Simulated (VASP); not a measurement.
A run of VASP 6.6.1:

INCAR

```
SYSTEM = BaH
  PREC = Accurate
  ENCUT = 600
  EDIFF = 1E-7
  ISMEAR = 0
  SIGMA = 0.1
  LREAL = .FALSE.
  LASPH = .TRUE.
  NELM = 100
  ALGO = Normal
  ISIF = 3
  LWAVE = .FALSE.
  LCHARG = .FALSE.
  GGA = PE
  IBRION = 2
  NSW = 100
  EDIFFG = -0.01
```

The input KPOINTS:

```
Automatic mesh
0
G
  18 18 18
  0 0 0
```

Contents of POSCAR:

```
BaH
1.0
   -2.1707922345      2.1707922345      3.0693842092
    2.1707922345     -2.1707922345      3.0693842092
    2.1707922345      2.1707922345     -3.0693842092
Ba H
1 1
Direct
    0.0000000000      0.0000000000      0.0000000000
    0.2500000000      0.7500000000      0.5000000000
```

Potentials or basis: VASP PAW PBE potentials, release 64 (Ba_sv, H).

Launch:

```bash
$ cat potpaw_PBE.64/Ba_sv/POTCAR potpaw_PBE.64/H/POTCAR > POTCAR
$ mpirun -np 1 vasp_std > vasp.out
```

Hardware: 1 thread of Intel(R) Xeon(R) Platinum 8488C (Sapphire Rapids), on a shared host.

Estimate the wall time of this run.

Run time: 8.6 min on 1 thread of Intel(R) Xeon(R) Platinum 8488C (Sapphire Rapids), with other jobs on the host, peak memory 0.52 GiB. Counts: scf iterations 35, k points 480, ion steps 3.
